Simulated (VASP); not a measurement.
Here is a VASP 6.6.1 calculation.

File INCAR:

```
SYSTEM = AlO2
ALGO = Normal ; EDIFF = 1E-6
ENCUT = 520 ; GGA = PE
ISIF = 2 ; ISMEAR = -1
LASPH = .TRUE. ; LCHARG = .FALSE.
LREAL = .FALSE. ; LWAVE = .FALSE.
NBANDS = 24 ; NELM = 80
PREC = Accurate ; SIGMA = 0.05
```

File KPOINTS:

```
k-points
0
G
  9 9 7
  0 0 0
```

File POSCAR:

```
AlO2
1.0
    1.4980176647     -5.4386143938      0.0000000000
    1.4980176647      5.4386143938      0.0000000000
    0.0000000000      0.0000000000      3.6707624522
Al O
2 4
Direct
    0.6681330000      0.3318670000      0.7500000000
    0.3318670000      0.6681330000      0.2500000000
    0.0610720000      0.9389280000      0.7500000000
    0.9389280000      0.0610720000      0.2500000000
    0.2941840000      0.7058160000      0.7500000000
    0.7058160000      0.2941840000      0.2500000000
```

Potentials or basis: VASP PAW PBE potentials, release 64 (Al, O).

The run is started by

```bash
$ cat potpaw_PBE.64/Al/POTCAR potpaw_PBE.64/O/POTCAR > POTCAR
$ mpirun -np 1 vasp_std > vasp.out
```

(1) Estimate the band gap on the k mesh.

(2) What does it give for the pressure?

Answers

(1) zero (band 15 reaches 4.05 eV, above the bottom of band 16 at 3.66 eV).

(2) -4.7 GPa.
